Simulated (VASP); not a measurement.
# Al2BC3 (P4/mmm) in VASP: a series of runs

Al2BC3 is run at these levels: PBE; tasks: single point.

All numbers are computed with VASP 6.6.1; they aren't measurements. Logs are shortened: lines on timing, memory, paths and dates and some standing lists are left out, and cuts for length are marked.

## 1. The cell of the first run

It takes space group P4/mmm (No. 123, tetragonal). The conventional cell has a = 4.159 Å, b = 4.159 Å, c = 4.173 Å, α = 90.00°, β = 90.00°, γ = 90.00°. Al (site symmetry 4/mmm) has 4 C at 2.08 Å and 2 B at 2.09 Å within 2.8 Å. Within 2.8 Å of Al (site symmetry 4/mmm) lie 6 C at 2.08 to 2.09 Å. Within 2.8 Å of B (site symmetry 4/mmm) lie 2 Al at 2.09 Å. C (site symmetry mmm) has 4 Al at 2.08 Å within 2.8 Å. Within 2.8 Å of C (site symmetry 4/mmm) lie 2 Al at 2.09 Å.

## 2. Single point, PBE

Contents of INCAR:

```
SYSTEM = Al2BC3
PREC = Accurate ; ENCUT = 520
EDIFF = 1E-6 ; ISMEAR = 0
SIGMA = 0.1 ; LREAL = .False.
LASPH = .True. ; NELM = 60
ALGO = Normal ; ISIF = 2
LWAVE = .False. ; LCHARG = .True.
GGA = PE ; LELF = .True.
LVHAR = .True. ; NBANDS = 20
```

Contents of KPOINTS:

```
Automatic mesh
0
Gamma
  4 4 4
  0 0 0
```

Contents of POSCAR:

```
Al2BC3
1.0
    4.1588534016      0.0000000000      0.0000000000
    0.0000000000      4.1588534016      0.0000000000
    0.0000000000      0.0000000000      4.1734671542
Al B C
2 1 3
Direct
    0.0000000000      0.0000000000      0.0000000000
    0.5000000000      0.5000000000      0.0000000000
    0.0000000000      0.0000000000      0.5000000000
    0.5000000000      0.0000000000      0.0000000000
    0.0000000000      0.5000000000      0.0000000000
    0.5000000000      0.5000000000      0.5000000000
```

Potentials or basis: VASP PAW PBE potentials, release 64 (Al, B, C).

The run is started by

```
$ cat potpaw_PBE.64/Al/POTCAR potpaw_PBE.64/B/POTCAR potpaw_PBE.64/C/POTCAR > POTCAR
$ mpirun -np 1 vasp_std > vasp.out
```

OUTCAR:

```text
SYSTEM = Al2BC3
   PREC = Accurate
   ENCUT = 520
   EDIFF = 1E-6
   ISMEAR = 0
   LREAL = .False.
   LASPH = .True.
   NELM = 60
   ISIF = 2
   GGA = PE

 ion  position               nearest neighbor table
   1  0.000  0.000  0.000-   4 2.08   5 2.08   5 2.08   4 2.08   3 2.09   3 2.09   2 2.94   2 2.94
                             2 2.94   2 2.94
   2  0.500  0.500  0.000-   4 2.08   5 2.08   4 2.08   5 2.08   6 2.09   6 2.09   1 2.94   1 2.94
                             1 2.94   1 2.94
   3  0.000  0.000  0.500-   1 2.09   1 2.09
   4  0.500  0.000  0.000-   1 2.08   2 2.08   2 2.08   1 2.08
   5  0.000  0.500  0.000-   1 2.08   2 2.08   1 2.08   2 2.08
   6  0.500  0.500  0.500-   2 2.09   2 2.09

  LATTYP: Found a simple tetragonal cell.
 ALAT       =     4.1588534016
 C/A-ratio  =     1.0035138898

  Lattice vectors:

 A1 = (   4.1588534016,   0.0000000000,   0.0000000000)
 A2 = (   0.0000000000,   4.1588534016,   0.0000000000)
 A3 = (   0.0000000000,   0.0000000000,   4.1734671542)

Analysis of symmetry for initial positions (statically):
=====================================================================
 Subroutine PRICEL returns:
 Original cell was already a primitive cell.

 Routine SETGRP: Setting up the symmetry group for a
 simple tetragonal supercell.

 Subroutine GETGRP returns: Found 16 space group operations
 (whereof 16 operations were pure point group operations)
 out of a pool of 16 trial point group operations.

The static configuration has the point symmetry D_4h.

Analysis of symmetry for dynamics (positions and initial velocities):
=====================================================================
 Subroutine PRICEL returns:
 Original cell was already a primitive cell.

 Routine SETGRP: Setting up the symmetry group for a
 simple tetragonal supercell.

 Subroutine GETGRP returns: Found 16 space group operations
 (whereof 16 operations were pure point group operations)
 out of a pool of 16 trial point group operations.

The dynamic configuration has the point symmetry D_4h.

 Subroutine INISYM returns: Found 16 space group operations
 (whereof 16 operations are pure point group operations),
 and found     1 'primitive' translations

----------------------------------------------------------------------------------------

                                     Primitive cell

  volume of cell :      72.1845

  direct lattice vectors                    reciprocal lattice vectors
     4.158853402  0.000000000  0.000000000     0.240450890  0.000000000  0.000000000
     0.000000000  4.158853402  0.000000000     0.000000000  0.240450890  0.000000000
     0.000000000  0.000000000  4.173467154     0.000000000  0.000000000  0.239608930

  length of vectors
     4.158853402  4.158853402  4.173467154     0.240450890  0.240450890  0.239608930

  position of ions in fractional coordinates (direct lattice)
     0.000000000  0.000000000  0.000000000
     0.500000000  0.500000000  0.000000000
     0.000000000  0.000000000  0.500000000
     0.500000000  0.000000000  0.000000000
     0.000000000  0.500000000  0.000000000
     0.500000000  0.500000000  0.500000000

  ion indices of the primitive-cell ions
   primitive index   ion index
                 1           1
                 2           2
                 3           3
                 4           4
                 5           5
                 6           6

----------------------------------------------------------------------------------------

 KPOINTS: Automatic mesh

Automatic generation of k-mesh.
 Grid dimensions read from file:
 generate k-points for:    4    4    4

 Generating k-lattice:

  Cartesian coordinates                     Fractional coordinates (reciprocal lattice)
     0.060112722  0.000000000  0.000000000     0.250000000  0.000000000  0.000000000
     0.000000000  0.060112722  0.000000000     0.000000000  0.250000000  0.000000000
     0.000000000  0.000000000  0.059902233     0.000000000  0.000000000  0.250000000

  Length of vectors
     0.060112722  0.060112722  0.059902233

  Shift w.r.t. Gamma in fractional coordinates (k-lattice)
     0.000000000  0.000000000  0.000000000

 Subroutine IBZKPT returns following result:
 ===========================================

 Found     18 irreducible k-points:

 Following reciprocal coordinates:
            Coordinates               Weight
  0.000000  0.000000  0.000000      1.000000
  0.250000  0.000000  0.000000      4.000000
  0.500000  0.000000  0.000000      2.000000
  0.250000  0.250000  0.000000      4.000000
  0.500000  0.250000  0.000000      4.000000
  0.500000  0.500000  0.000000      1.000000
[... 10 lines left out ...]
  0.500000  0.250000  0.500000      4.000000
  0.500000  0.500000  0.500000      1.000000
   k-points           NKPTS =     18   k-points in BZ     NKDIM =     18   number of bands    NBANDS=     20
   number of dos      NEDOS =    301   number of ions     NIONS =      6
   total plane-waves  NPLWV =  32768
   dimension x,y,z NGX =    32 NGY =   32 NGZ =   32
   dimension x,y,z NGXF=    64 NGYF=   64 NGZF=   64
   ions per type =               2   1   3
   NGX,Y,Z   is equivalent  to a cutoff of  12.79, 12.79, 12.75 a.u.
   NGXF,Y,Z  is equivalent  to a cutoff of  25.58, 25.58, 25.49 a.u.
 SYSTEM =  Al2BC3
   PREC   = accura    normal or accurate (medium, high low for compatibility)
   ISTART =      0    job   : 0-new  1-cont  2-samecut
   ICHARG =      2    charge: 1-file 2-atom 10-const
   ISPIN  =      1    spin polarized calculation?
   LNONCOLLINEAR =      F non collinear calculations
   LSORBIT =      F    spin-orbit coupling
   LASPH  =      T    aspherical Exc in radial PAW
   ENCUT  =  520.0 eV  38.22 Ry    6.18 a.u.   7.73  7.73  7.76*2*pi/ulx,y,z
   NELM   =     60;   NELMIN=  2; NELMDL= -5     # of ELM steps
   EDIFF  = 0.1E-05   stopping-criterion for ELM
   LREAL  =      F    real-space projection
[... 7 lines left out ...]
   TEBEG  =    0.0;   TEEND  =   0.0 temperature during run
   PSTRESS=    0.0 pullay stress
   NELECT =      21.0000    total number of electrons
   NUPDOWN=      -1.0000    fix difference up-down
   EMIN   =  10.00;   EMAX   =-10.00  energy-range for DOS
   EFERMI =   0.00;   METHOD = LEGACY
   ISMEAR =     0;   SIGMA  =   0.10  broadening in eV -4-tet -1-fermi 0-gaus
   EFERMI_NEDOS =   21; number of points for ismear=-14 and -15
   IALGO  =     38    algorithm
   IMIX   =      4    mixing-type and parameters
     AMIX     =   0.40;   BMIX     =  1.00
     AMIX_MAG =   1.60;   BMIX_MAG =  1.00
  volume/ion in A,a.u.               =      12.03        81.19
  Fermi-wavevector in a.u.,A,eV,Ry     =   1.084759  2.049897 16.009998  1.176702
  Thomas-Fermi vector in A             =   2.220856
   LORBIT       =      0    0 simple, 1 ext, 2 COOP (PROOUT), +10 PAW based schemes
   GGA     = PE    functional components
   LHFCALC =     F    Hartree Fock is set to
   AEXX    =    0.0000 exact exchange contribution
   IVDW    =     0    specifies the selected vdW correction
   LEPSILON=     F    determine dielectric tensor
   LRPA    =     F    only Hartree local field effects (RPA)
 non-spin polarized calculation
 Gauss-broadening in eV      SIGMA  =   0.10
  energy-cutoff  :      520.00
  volume of cell :       72.18
 maximum number of plane-waves:      1956
 NGX is ok and might be reduce to    32
   NGX = 15   NGY = 15   NGZ = 15

 number of electron      21.0000000 magnetization

 Free energy of the ion-electron system (eV)
  ---------------------------------------------------
  ext. energy  EPLUGINS =         0.00000000
  ---------------------------------------------------
  free energy    TOTEN  =       -29.37368618 eV

  energy without entropy =      -29.34960873  energy(sigma->0) =      -29.36164745

 E-fermi :   4.5862     XC(G=0): -10.3465

 val. band max:        4.5707056557   @ k =   0.2500   0.2500   0.2500
 cond. band min:       4.6344638586   @ k =   0.5000   0.2500   0.0000
 fundamental gap:      0.0637582030
 Fermi energy:         4.5861550482

 k-point     1 :       0.0000    0.0000    0.0000
  band No.  band energies     occupation
      1      -8.5262      2.00000
      2      -3.7833      2.00000
      3      -3.6702      2.00000
      4      -0.4319      2.00000
      5      -0.4003      2.00000
      6      -0.4003      2.00000
[... 12 lines left out ...]
     19      11.7114      0.00000
     20      12.4685      0.00000

 k-point     2 :       0.2500    0.0000    0.0000
  band No.  band energies     occupation
      1      -8.0949      2.00000
      2      -4.9761      2.00000
      3      -3.6020      2.00000
      4      -1.0538      2.00000
      5       0.0212      2.00000
      6       0.4413      2.00000
[... 12 lines left out ...]
     19      12.9840      0.00000
     20      13.6209      0.00000

 k-point     3 :       0.5000    0.0000    0.0000
  band No.  band energies     occupation
      1      -7.0374      2.00000
      2      -6.6081      2.00000
      3      -3.5008      2.00000
      4      -0.9663      2.00000
      5       1.1974      2.00000
      6       1.2779      2.00000
[... 12 lines left out ...]
     19      14.3443      0.00000
     20      14.7123      0.00000

 k-point     4 :       0.2500    0.2500    0.0000
  band No.  band energies     occupation
      1      -7.6733      2.00000
      2      -4.9855      2.00000
      3      -4.2908      2.00000
      4      -1.9462      2.00000
      5       0.8391      2.00000
      6       1.0536      2.00000
[... 291 lines left out ...]
 k-point    17 :       0.5000    0.2500    0.5000
  band No.  band energies     occupation
      1      -5.8601      2.00000
      2      -5.8507      2.00000
      3      -4.7172      2.00000
      4      -1.7514      2.00000
      5      -1.2303      2.00000
      6      -1.2083      2.00000
[... 12 lines left out ...]
     19      14.6387      0.00000
     20      14.7848      0.00000

 k-point    18 :       0.5000    0.5000    0.5000
  band No.  band energies     occupation
      1      -5.4328      2.00000
      2      -5.4328      2.00000
      3      -4.5513      2.00000
      4      -2.3954      2.00000
      5      -2.3880      2.00000
      6      -1.1831      2.00000
[... 12 lines left out ...]
     19      13.9893      0.00000
     20      15.0993      0.00000

------------------------ aborting loop because EDIFF is reached ----------------------------------------

  FORCE on cell =-STRESS in cart. coord.  units (eV):
  Direction    XX          YY          ZZ          XY          YZ          ZX
  --------------------------------------------------------------------------------------
  -------------------------------------------------------------------------------------
  Total        0.0583003      0.0583003     -0.0539095      0.0000000      0.0000000      0.0000000
  in kB        1.2940082      1.2940082     -1.1965527      0.0000000      0.0000000      0.0000000
  external PRESSURE =       0.4638212 kB  Pullay stress =       0.0000000 kB

 VOLUME and BASIS-vectors are now :
 -----------------------------------------------------------------------------
  energy-cutoff  :      520.00
  volume of cell :       72.18
      direct lattice vectors                 reciprocal lattice vectors
     4.158853402  0.000000000  0.000000000     0.240450890  0.000000000  0.000000000
     0.000000000  4.158853402  0.000000000     0.000000000  0.240450890  0.000000000
     0.000000000  0.000000000  4.173467154     0.000000000  0.000000000  0.239608930

 POSITION                                       TOTAL-FORCE (eV/Angst)
 -----------------------------------------------------------------------------------
      0.00000      0.00000      0.00000         0.000000      0.000000      0.000000
      2.07943      2.07943      0.00000         0.000000      0.000000      0.000000
      0.00000      0.00000      2.08673         0.000000      0.000000      0.000000
      2.07943      0.00000      0.00000         0.000000      0.000000      0.000000
      0.00000      2.07943      0.00000         0.000000      0.000000      0.000000
      2.07943      2.07943      2.08673         0.000000      0.000000      0.000000
 -----------------------------------------------------------------------------------
    total drift:                                0.000000      0.000000     -0.000000

  FREE ENERGIE OF THE ION-ELECTRON SYSTEM (eV)
  ---------------------------------------------------
  free  energy   TOTEN  =       -29.3736861810 eV

  energy  without entropy=      -29.3496087259  energy(sigma->0) =      -29.36164745
```

Run time: 12 s. Hardware: 1 thread of Intel Xeon Platinum 8488C (Sapphire Rapids), shared host; peak memory 0.17 GiB.

Results:

- Free energy: -29.3737 eV
- Pressure: 0.0 GPa

Levels at points of the mesh, in eV from the Fermi level:
| k point | band 6 | band 7 | band 8 | band 9 | band 10 | band 11 | band 12 | band 13 | band 14 | band 15 |
| --- | --- | --- | --- | --- | --- | --- | --- | --- | --- | --- |
| (0.00, 0.00, 0.00) | -4.99 | -4.55 | -0.87 | -0.52 | -0.52 | 0.72 | 0.72 | 0.96 | 3.07 | 3.92 |
| (0.50, 0.00, 0.00) | -3.31 | -3.17 | -2.74 | -2.06 | -1.56 | 0.59 | 1.11 | 1.28 | 1.59 | 1.70 |
| (0.50, 0.50, 0.00) | -2.36 | -2.05 | -1.57 | -0.94 | -0.94 | -0.56 | -0.56 | 0.58 | 0.61 | 3.38 |
| (0.00, 0.00, 0.50) | -4.39 | -2.54 | -1.11 | -1.11 | -0.86 | -0.08 | -0.08 | 0.20 | 1.07 | 2.91 |
| (0.50, 0.00, 0.50) | -3.72 | -2.83 | -2.78 | -1.33 | -0.65 | -0.16 | 0.43 | 1.23 | 1.31 | 2.38 |
| (0.50, 0.50, 0.50) | -5.77 | -3.68 | -3.68 | 0.44 | 0.62 | 0.65 | 1.64 | 2.42 | 2.42 | 4.04 |

Caveat: the k points lie up to 0.38 Å⁻¹ apart.

## 3. Single point, PBE

This run uses another cell than the first one, of 12.35 Å³/atom, 1.026 times its volume.

Contents of INCAR:

```
SYSTEM = Al2BC3
PREC = Accurate
ENCUT = 520
EDIFF = 1E-6
ISMEAR = 0
SIGMA = 0.1
LREAL = .False.
LASPH = .True.
NELM = 80
ALGO = Normal
ISIF = 2
LWAVE = .False.
LCHARG = .False.
GGA = PE
NBANDS = 20
```

KPOINTS is that of step 2.

Edit POSCAR of step 2 so:

```diff
@@ -2,5 +2,5 @@
 1.0
-    4.1588534016      0.0000000000      0.0000000000
-    0.0000000000      4.1588534016      0.0000000000
-    0.0000000000      0.0000000000      4.1734671542
+    4.0491962600      0.0000000000      0.0000000000
+    0.0000000000      4.0491962600      0.0000000000
+    0.0000000000      0.0000000000      4.5183010200
 Al B C
```

Potentials or basis: VASP PAW PBE potentials, release 64 (Al, B, C).

The run is started by

```
$ cat potpaw_PBE.64/Al/POTCAR potpaw_PBE.64/B/POTCAR potpaw_PBE.64/C/POTCAR > POTCAR
$ mpirun -np 1 vasp_std > vasp.out
```

Run time: 16 s. Hardware: 1 thread of Intel Xeon Platinum 8488C (Sapphire Rapids), shared host; peak memory 0.18 GiB.

The run converged. Its results:

| Property | Result |
| --- | --- |
| Free energy | -29.0649 eV |
| Pressure | -1.6 GPa |

Stress tensor (GPa, compression positive):
```
  4.09   0.00   0.00
  0.00   4.09   0.00
  0.00   0.00 -12.98
```

Levels at points of the mesh, in eV from the Fermi level:
```tsv
k point	band 8	band 9	band 10	band 11	band 12	band 13
(0.00, 0.00, 0.00)	-0.31	-0.22	-0.22	0.31	0.31	0.96
(0.50, 0.00, 0.00)	-2.82	-2.32	-2.04	0.94	1.02	1.23
(0.50, 0.50, 0.00)	-1.35	-1.29	-1.29	-0.79	-0.79	0.69
(0.00, 0.00, 0.50)	-0.87	-0.87	-0.71	0.03	0.03	0.35
(0.50, 0.00, 0.50)	-2.92	-1.10	-0.18	0.15	0.38	1.26
(0.50, 0.50, 0.50)	-3.45	0.39	0.71	0.74	1.52	2.01
```

Caveat: the k points lie up to 0.39 Å⁻¹ apart.
